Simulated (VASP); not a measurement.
Runs of VASP 6.6.1 on Ga8P7N. The typed cell holds 16 atoms: a = 10.632 Å, b = 5.316 Å, c = 5.316 Å, α = 90.00°, β = 90.00°, γ = 90.00°. 

```csv
level,potentials or basis,cutoff (eV),smearing,grid for exact exchange (PRECFOCK),share of exact exchange,mended,gap on the mesh (eV),pressure (GPa),largest force (eV/Å)
HF,"VASP PAW PBE potentials, release 64 (Ga_d, P, N)",520,fermi-dirac 0.05 eV,Fast,1,-,8.67,(b),5.44
PBEsol,"VASP PAW PBE potentials, release 64 (Ga_d, P, N)",520,fermi-dirac 0.05 eV,-,-,-,1.82,3.4,4.20
LDA,"VASP PAW LDA potentials, release 64 (Ga_d, P, N)",520,methfessel-paxton 0.05 eV,-,-,-,(c),1.0,4.14
HF,"VASP PAW PBE potentials, release 64 (Ga_d, P, N)",520,fermi-dirac 0.05 eV,Fast,1,yes,-,6.6,5.18
LDA,"VASP PAW LDA potentials, release 64 (Ga_d, P, N)",700,methfessel-paxton 0.05 eV,-,-,yes,-,1.0,3.94
PBEsol,"VASP PAW PBE potentials, release 64 (Ga_d, P, N)",700,fermi-dirac 0.05 eV,-,-,yes,-,3.3,4.00
PBE,"VASP PAW PBE potentials, release 64 (Ga_d, P, N)",520,fermi-dirac 0.05 eV,-,-,-,1.90,6.8,4.25
PBE,"VASP PAW PBE potentials, release 64 (Ga_d, P, N)",700,fermi-dirac 0.05 eV,-,-,yes,-,(a),4.04
```

Alike in all rows: task single point; no spin polarisation; cell as given; k mesh 1 × 1 × 1, shifted.

Q: Fill in the values left out.

A: (a) 6.7; (b) 9.4; (c) 1.80.

Caveats: some runs use coarse meshes; the PAW data sets were made with another functional, which shifts forces and pressure a little (at least some runs); a shifted mesh leaves out Γ, where band edges can lie (at least some runs); forces of over 1 eV/Å act on the atoms, so gaps and moduli don't describe the material at rest (at least some runs); the cell stands under pressure (at least some runs).

A k mesh can miss the band edges, and the runs leave out spin-orbit coupling on Ga.
